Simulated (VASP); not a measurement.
Set up this calculation in VASP 6.6.1, as the native input.

```
Task                   : single point
Functional             : PBE
Potentials or basis    : VASP PAW PBE potentials, release 64 (Pt, Sb)
Cutoff                 : 520 eV
k mesh                 : 12 × 12 × 6
Occupations            : gaussian, width 0.05 eV
Spin                   : no spin polarisation
Dipole correction      : no
Further INCAR settings : ALGO = Normal; EDIFF = 1e-07; NBANDS = 17
```

The structure of Sb2Pt lies in POSCAR:

```
Sb2Pt
1.0
    4.0249930087      0.0000000000      0.0000000000
   -2.0124965043      3.4857461956      0.0000000000
    0.0000000000      0.0000000000      5.2493007957
Pt Sb
1 2
Direct
    0.0000000000      0.0000000000      0.0000000000
    0.3333333333      0.6666666667      0.2653757680
    0.6666666667      0.3333333333      0.7346242320
```

The input as run:

INCAR

```
PREC = Accurate ; ENCUT = 520
EDIFF = 1E-7 ; ISMEAR = 0
SIGMA = 0.05 ; LREAL = False
LASPH = True ; NELM = 100
ALGO = Normal ; ISIF = 2
LWAVE = False ; LCHARG = False
GGA = PE ; NBANDS = 17
```

KPOINTS

```
regular mesh
0
Gamma
  12 12 6
```

Potentials or basis: VASP PAW PBE potentials, release 64 (Pt, Sb).

Run with:

```console
$ cat potpaw_PBE.64/Pt/POTCAR potpaw_PBE.64/Sb/POTCAR > POTCAR
$ mpirun -np 1 vasp_std > vasp.out
```

Results of the run:

The pressure is -0.3 GPa, the largest force is 0.024 eV/Å and the band gap on the k mesh is zero (bands 10 and 11 overlap by 3.45 eV).

Caveat: spin-orbit coupling is left out, which moves the levels of the heavy elements.

Run time: 63 s on 1 thread of Intel(R) Xeon(R) Platinum 8559C (Emerald Rapids) (shared host), peak memory 0.27 GiB.
